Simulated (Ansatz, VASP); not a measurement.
**Two plane-wave programs on C**

```xyz
4
Lattice="4.2694 0.0000 0.0000 0.0000 2.4649 0.0000 -1.2162 0.0000 3.3739" Properties=species:S:1:pos:R:3 pbc="T T T"
C     3.5579    0.0000    0.0007
C     1.6300    1.2325    3.3732
C     1.4232    1.2325    0.0007
C    -0.5047    0.0000    3.3732
```

Change from the starting cell: shear of c along a, cell held, atoms relaxed: +6.0 %.

Alike in both runs: functional PBE; dispersion D3(BJ); k mesh 8 × 12 × 8; occupations gaussian, width 0.02 eV; no spin polarisation.

Ansatz relaxed the structure, and its values are those at the end. VASP's run is a single point on that final structure, the one shown.

|  | VASP | Ansatz |
| --- | --- | --- |
| version | VASP 6.6.1 | Ansatz 0.2.0 |
| potentials or method | VASP PAW PBE potentials, release 64 (C), cutoff 520 eV | scalar-relativistic, plane waves, PAW |
| valence electrons in the cell | 16 | 16 |

|  | VASP | Ansatz | Ansatz less VASP |
| --- | --- | --- | --- |
| gap on the k mesh at the Fermi level (eV) | 0.29 | 0.29 | 0.000 |
| least direct gap on the mesh (eV) | 0.53 | 0.53 | 0.000 |
| pressure (GPa) | 0.4 | 0.0 | -0.44 |

Ansatz's warnings: stress scf threshold loose.
